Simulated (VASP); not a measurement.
# TiAl3 (I4/mmm) in VASP: notebook

Runs on TiAl3. Level: PBEsol. Tasks: single point, relaxation of cell and atoms.

All numbers are computed with VASP 6.6.1; they aren't measurements. Logs are shortened: lines on timing, memory, paths and dates and some standing lists are left out, and cuts for length are marked.

**1. The cell of the first run**

The structure is tetragonal, space group I4/mmm (No. 139). The conventional cell has a = 3.822 Å, b = 3.822 Å, c = 8.533 Å, α = 90.00°, β = 90.00°, γ = 90.00°. Within 3.6 Å of Ti (site symmetry 4/mmm) lie 12 Al at 2.70 to 2.86 Å. Al (site symmetry 4/mmm) has 4 Ti at 2.70 Å and 8 Al at 2.86 Å within 3.6 Å. Within 3.6 Å of Al (site symmetry -4m2) lie 8 Al at 2.70 to 2.86 Å and 4 Ti at 2.86 Å.

**2. Single point, PBEsol**

INCAR

```
SYSTEM = TiAl3
PREC     = Accurate       ! precision mode
ENCUT    = 520            ! plane-wave cutoff, eV
EDIFF    = 1E-6           ! SCF threshold, eV
ISMEAR   = -1             ! smearing method
SIGMA    = 0.15           ! smearing width, eV
LREAL    = .FALSE.        ! projectors in reciprocal space
LASPH    = .TRUE.         ! aspherical terms in the spheres
NELM     = 60             ! most SCF steps
ALGO     = Fast           ! electronic algorithm
ISIF     = 2              ! what is computed and relaxed
LWAVE    = .FALSE.        ! write WAVECAR
LCHARG   = .FALSE.        ! write CHGCAR
GGA      = PS             ! functional
NBANDS   = 18             ! bands
```

KPOINTS

```
Automatic mesh
0
G
  16 16 16
  0 0 0
```

POSCAR

```
TiAl3
1.0
   -1.9108941008      1.9108941008      4.2667047901
    1.9108941008     -1.9108941008      4.2667047901
    1.9108941008      1.9108941008     -4.2667047901
Ti Al
1 3
Direct
    0.0000000000      0.0000000000      0.0000000000
    0.5000000000      0.5000000000      0.0000000000
    0.7500000000      0.2500000000      0.5000000000
    0.2500000000      0.7500000000      0.5000000000
```

Potentials or basis: VASP PAW PBE potentials, release 64 (Ti_sv, Al).

The run is started by

```
$ cat potpaw_PBE.64/Ti_sv/POTCAR potpaw_PBE.64/Al/POTCAR > POTCAR
$ mpirun -np 1 vasp_std > vasp.out
```

OUTCAR:

```text
SYSTEM = TiAl3
   PREC = Accurate
   ENCUT = 520
   EDIFF = 1E-6
   ISMEAR = -1
   LREAL = .FALSE.
   LASPH = .TRUE.
   NELM = 60
   ISIF = 2
   GGA = PS

 ion  position               nearest neighbor table
   1  0.000  0.000  0.000-   2 2.70   2 2.70   2 2.70   2 2.70   4 2.86   3 2.86   4 2.86   4 2.86
                             3 2.86   3 2.86   4 2.86   3 2.86
   2  0.500  0.500  0.000-   1 2.70   1 2.70   1 2.70   1 2.70   4 2.86   3 2.86   4 2.86   3 2.86
                             4 2.86   4 2.86   3 2.86   3 2.86
   3  0.750  0.250  0.500-   4 2.70   4 2.70   4 2.70   4 2.70   2 2.86   1 2.86   2 2.86   1 2.86
                             2 2.86   2 2.86   1 2.86   1 2.86
   4  0.250  0.750  0.500-   3 2.70   3 2.70   3 2.70   3 2.70   2 2.86   1 2.86   2 2.86   2 2.86
                             1 2.86   1 2.86   2 2.86   1 2.86

  LATTYP: Found a body centered tetragonal cell.
 ALAT       =     3.8217882016
 C/A-ratio  =     2.2328316301

  Lattice vectors:

 A1 = (  -1.9108941008,   1.9108941008,   4.2667047901)
 A2 = (   1.9108941008,  -1.9108941008,   4.2667047901)
 A3 = (   1.9108941008,   1.9108941008,  -4.2667047901)

Analysis of symmetry for initial positions (statically):
=====================================================================
 Subroutine PRICEL returns:
 Original cell was already a primitive cell.

 Routine SETGRP: Setting up the symmetry group for a
 body centered tetragonal supercell.

 Subroutine GETGRP returns: Found 16 space group operations
 (whereof 16 operations were pure point group operations)
 out of a pool of 16 trial point group operations.

The static configuration has the point symmetry D_4h.

Analysis of symmetry for dynamics (positions and initial velocities):
=====================================================================
 Subroutine PRICEL returns:
 Original cell was already a primitive cell.

 Routine SETGRP: Setting up the symmetry group for a
 body centered tetragonal supercell.

 Subroutine GETGRP returns: Found 16 space group operations
 (whereof 16 operations were pure point group operations)
 out of a pool of 16 trial point group operations.

The dynamic configuration has the point symmetry D_4h.

 Subroutine INISYM returns: Found 16 space group operations
 (whereof 16 operations are pure point group operations),
 and found     1 'primitive' translations

----------------------------------------------------------------------------------------

[... 98 lines left out ...]
   EDIFFG = 0.1E-04   stopping-criterion for IOM
   NSW    =      0    number of steps for IOM
   IBRION =     -1    ionic relax: 0-MD 1-quasi-New 2-CG
   NFREE  =      0    steps in history (QN), initial steepest desc. (CG)
   ISIF   =      2    stress and relaxation
   ISYM   =      2    0-nonsym 1-usesym 2-fastsym
   POTIM  = 0.5000    time-step for ionic-motion
   TEBEG  =    0.0;   TEEND  =   0.0 temperature during run
   PSTRESS=    0.0 pullay stress
   NELECT =      21.0000    total number of electrons
   NUPDOWN=      -1.0000    fix difference up-down
   EMIN   =  10.00;   EMAX   =-10.00  energy-range for DOS
   EFERMI =   0.00;   METHOD = LEGACY
   ISMEAR =    -1;   SIGMA  =   0.15  broadening in eV -4-tet -1-fermi 0-gaus
   EFERMI_NEDOS =   21; number of points for ismear=-14 and -15
   IALGO  =     68    algorithm
   IMIX   =      4    mixing-type and parameters
     AMIX     =   0.40;   BMIX     =  1.00
     AMIX_MAG =   1.60;   BMIX_MAG =  1.00
  volume/ion in A,a.u.               =      15.58       105.14
  Fermi-wavevector in a.u.,A,eV,Ry     =   1.139216  2.152806 17.657812  1.297813
  Thomas-Fermi vector in A             =   2.275919
   LORBIT       =      0    0 simple, 1 ext, 2 COOP (PROOUT), +10 PAW based schemes
   GGA     = PS    functional components
   LHFCALC =     F    Hartree Fock is set to
   AEXX    =    0.0000 exact exchange contribution
   IVDW    =     0    specifies the selected vdW correction
   LEPSILON=     F    determine dielectric tensor
   LRPA    =     F    only Hartree local field effects (RPA)
 non-spin polarized calculation
 RMM-DIIS sequential band-by-band and
  energy-cutoff  :      520.00
  volume of cell :       62.32
 maximum number of plane-waves:      1696
 NGX is ok and might be reduce to    40
   NGX = 19   NGY = 19   NGZ = 19

 number of electron      20.9999999 magnetization

 Free energy of the ion-electron system (eV)
  ---------------------------------------------------
  ext. energy  EPLUGINS =         0.00000000
  ---------------------------------------------------
  free energy    TOTEN  =       -22.29314800 eV

  energy without entropy =      -22.16092131  energy(sigma->0) =      -22.22703466

 E-fermi :   8.3624     XC(G=0): -10.8915

 val. band max:        8.3585308944   @ k =  -0.3125  -0.3750   0.0625
 cond. band min:       8.3650430106   @ k =  -0.3125  -0.3125   0.0625
 fundamental gap:      0.0065121163
 Fermi energy:         8.3624369770

 k-point     1 :       0.0000    0.0000    0.0000
  band No.  band energies     occupation
      1     -47.8492      2.00000
      2     -24.2721      2.00000
      3     -24.2721      2.00000
      4     -24.1921      2.00000
      5      -1.8115      2.00000
      6       5.4836      2.00000
[... 481 lines left out ...]
      5      -1.7296      2.00000
      6       5.5529      2.00000
[... 10 lines left out ...]
     17      12.3416      0.00000
     18      12.5900      0.00000

 [... further k-points ...]

------------------------ aborting loop because EDIFF is reached ----------------------------------------

  FORCE on cell =-STRESS in cart. coord.  units (eV):
  Direction    XX          YY          ZZ          XY          YZ          ZX
  --------------------------------------------------------------------------------------
  -------------------------------------------------------------------------------------
  Total        0.0474151      0.0474151      0.0371264      0.0000000      0.0000000      0.0000000
  in kB        1.2189941      1.2189941      0.9544812      0.0000000      0.0000000      0.0000000
  external PRESSURE =       1.1308231 kB  Pullay stress =       0.0000000 kB

 VOLUME and BASIS-vectors are now :
 -----------------------------------------------------------------------------
  energy-cutoff  :      520.00
  volume of cell :       62.32
      direct lattice vectors                 reciprocal lattice vectors
    -1.910894101  1.910894101  4.266704790     0.000000000  0.261657619  0.117186453
     1.910894101 -1.910894101  4.266704790     0.261657619  0.000000000  0.117186453
     1.910894101  1.910894101 -4.266704790     0.261657619  0.261657619  0.000000000

 POSITION                                       TOTAL-FORCE (eV/Angst)
 -----------------------------------------------------------------------------------
      0.00000      0.00000      0.00000         0.000000      0.000000      0.000000
      0.00000      0.00000      4.26670         0.000000      0.000000      0.000000
      0.00000      1.91089      2.13335        -0.000000     -0.000000      0.000000
      1.91089      0.00000      2.13335         0.000000      0.000000     -0.000000
 -----------------------------------------------------------------------------------
    total drift:                               -0.000000     -0.000000     -0.000000

  FREE ENERGIE OF THE ION-ELECTRON SYSTEM (eV)
  ---------------------------------------------------
  free  energy   TOTEN  =       -22.2931480009 eV

  energy  without entropy=      -22.1609213146  energy(sigma->0) =      -22.22703466
```

OSZICAR:

```text
N       E                     dE             d eps       ncg     rms          rms(c)
DAV:   1     0.120834159109E+03    0.12083E+03   -0.92214E+03 12564   0.108E+03
DAV:   2    -0.156395197695E+02   -0.13647E+03   -0.13276E+03 12768   0.285E+02
DAV:   3    -0.241293074262E+02   -0.84898E+01   -0.83231E+01 19612   0.660E+01
[... 20 lines left out ...]
RMM:  24    -0.222931437206E+02   -0.19612E-05   -0.22371E-05 15381   0.162E-02    0.472E-03
RMM:  25    -0.222931453329E+02   -0.16123E-05   -0.18256E-05 13931   0.133E-02    0.582E-03
RMM:  26    -0.222931464385E+02   -0.11057E-05   -0.12785E-05 13074   0.115E-02    0.553E-03
RMM:  27    -0.222931473634E+02   -0.92490E-06   -0.10835E-05 13738   0.108E-02    0.452E-03
RMM:  28    -0.222931480009E+02   -0.63748E-06   -0.79216E-06 12713   0.959E-03
   1 F= -.22293148E+02 E0= -.22227035E+02  d E =-.132227E+00
```

stdout:

```text
POSCAR found type information on POSCAR TiAl
 POSCAR found :  2 types and       4 ions
 scaLAPACK will be used
 -----------------------------------------------------------------------------
|                                                                             |
|                                                                             |
|     You enforced a specific xc type in the INCAR file but a different       |
|     I HOPE YOU KNOW WHAT YOU ARE DOING!                                     |
|                                                                             |
 -----------------------------------------------------------------------------

 LDA part: xc-table for (Slater+PW92), standard interpolation
 POSCAR, INCAR and KPOINTS ok, starting setup
 FFT: planning ... GRIDC
 FFT: planning ... GRID_SOFT
 FFT: planning ... GRID
 WAVECAR not read
 entering main loop
WARNING in EDDRMM: call to ZHEGV failed, returncode =   8  4     15
WARNING in EDDRMM: call to ZHEGV failed, returncode =   8  4     11
WARNING in EDDRMM: call to ZHEGV failed, returncode =   6  3     13
WARNING in EDDRMM: call to ZHEGV failed, returncode =   6  3     14
WARNING in EDDRMM: call to ZHEGV failed, returncode =   6  3     15
WARNING in EDDRMM: call to ZHEGV failed, returncode =   8  4     18
```

Wall time 25 min (1 thread of Intel Xeon Platinum 8259CL at 2.50GHz (Skylake/Cascade Lake), shared host); peak memory 0.53 GiB.

Results:

```yaml
Free_energy: -22.2931 eV
Pressure: 0.1 GPa
Band_gap_on_the_k_mesh: zero (an odd number of electrons rules out a gap without spin polarisation)
```

Levels at points of the mesh, in eV from the Fermi level:
```csv
k point,band 8,band 9,band 10,band 11,band 12,band 13,band 14,band 15
"(0.00, 0.00, 0.00)",-1.47,-1.28,-1.28,0.82,1.71,1.71,2.19,2.45
"(0.50, 0.00, 0.00)",-2.97,-1.10,-0.29,0.47,1.78,2.05,2.72,3.12
"(0.50, 0.50, 0.00)",-3.82,-2.75,-2.24,-1.02,1.75,1.92,2.69,2.84
"(0.50, 0.50, 0.50)",-0.97,-0.97,-0.28,0.68,0.68,0.94,3.04,4.78
```

Caveat: the PAW data sets were made with another functional, which shifts forces and pressure a little.

**3. Relaxation of cell and atoms, PBEsol**

This run uses another cell than the first one, of 15.63 Å³/atom.

INCAR

```
ALGO     = Fast           # electronic algorithm
EDIFF    = 1E-6           # SCF threshold, eV
EDIFFG   = -0.002         # ionic threshold
ENCUT    = 600            # plane-wave cutoff, eV
GGA      = PS             # functional
IBRION   = 2              # ionic algorithm
ISIF     = 3              # what is computed and relaxed
ISMEAR   = 0              # smearing method
LASPH    = T              # aspherical terms in the spheres
LCHARG   = F              # write CHGCAR
LREAL    = F              # projectors in reciprocal space
LWAVE    = F              # write WAVECAR
NELM     = 60             # most SCF steps
NSW      = 100            # ionic steps
PREC     = Accurate       # precision mode
SIGMA    = 0.1            # smearing width, eV
```

KPOINTS

```
k-points
0
Gamma
  14 14 14
```

POSCAR

```
TiAl3
1.0
   -1.9111067700      1.9111067700      4.2806687900
    1.9111067700     -1.9111067700      4.2806687900
    1.9111067700      1.9111067700     -4.2806687900
Ti Al
1 3
Direct
    0.0000000000      0.0000000000      0.0000000000
    0.5000000000      0.5000000000      0.0000000000
    0.7500000000      0.2500000000      0.5000000000
    0.2500000000      0.7500000000      0.5000000000
```

Potentials or basis: VASP PAW PBE potentials, release 64 (Ti_sv, Al).

The run is started by

```
$ cat potpaw_PBE.64/Ti_sv/POTCAR potpaw_PBE.64/Al/POTCAR > POTCAR
$ mpirun -np 1 vasp_std > vasp.out
```

It took 35 min on 1 thread of Intel Xeon Platinum 8259CL at 2.50GHz (Skylake/Cascade Lake), shared host; peak memory 0.47 GiB.

Results (log left out):

* Free energy: -22.2326 eV
* Relaxed volume: 15.58 Å³/atom
* Relaxed cell: a = 5.058 Å, b = 5.058 Å, c = 5.058 Å, α = 135.66°, β = 135.66°, γ = 64.50°
* Space group after relaxing (to 0.1 Å): I4/mmm (No. 139)
* Energy gained by relaxing: 0.1 meV/atom
* Ionic steps: 10
* Pressure after relaxing: 0.0 GPa
* Band gap on the k mesh: zero (an odd number of electrons rules out a gap without spin polarisation)

The path:
```tsv
step	energy change (eV)	largest force (eV/Å)	pressure (GPa)	volume (Å³)
1	0.0000	0.0000	-0.38	62.54
2	-0.0002	0.0000	0.21	62.20
3	-0.0003	0.0000	0.04	62.31
4	-0.0003	0.0000	-0.01	62.33
5	-0.0003	0.0000	-0.04	62.33
6	-0.0003	0.0000	-0.02	62.32
7	-0.0003	0.0000	-0.02	62.32
8	-0.0003	0.0000	0.00	62.32
9	-0.0003	0.0000	-0.02	62.32
10	-0.0003	0.0000	0.00	62.32
```

Final structure:
```
CELL_PARAMETERS angstrom
-1.90852 1.90852 4.27739
1.90852 -1.90852 4.27739
1.90852 1.90852 -4.27739
ATOMIC_POSITIONS crystal
Ti 0.00000 0.00000 0.00000
Al 0.50000 0.50000 0.00000
Al 0.75000 0.25000 0.50000
Al 0.25000 0.75000 0.50000
```

Levels at points of the mesh, in eV from the Fermi level:
```tsv
k point	band 9	band 10	band 11	band 12	band 13	band 14
(0.00, 0.00, 0.00)	-1.24	-1.24	0.84	1.76	1.76	2.23
(0.50, 0.00, 0.00)	-1.06	-0.27	0.50	1.82	2.10	2.74
(0.50, 0.50, 0.00)	-2.71	-2.21	-1.00	1.78	1.95	2.70
(0.50, 0.50, 0.50)	-0.91	-0.25	0.70	0.70	0.96	3.07
```

Caveat: the PAW data sets were made with another functional, which shifts forces and pressure a little.
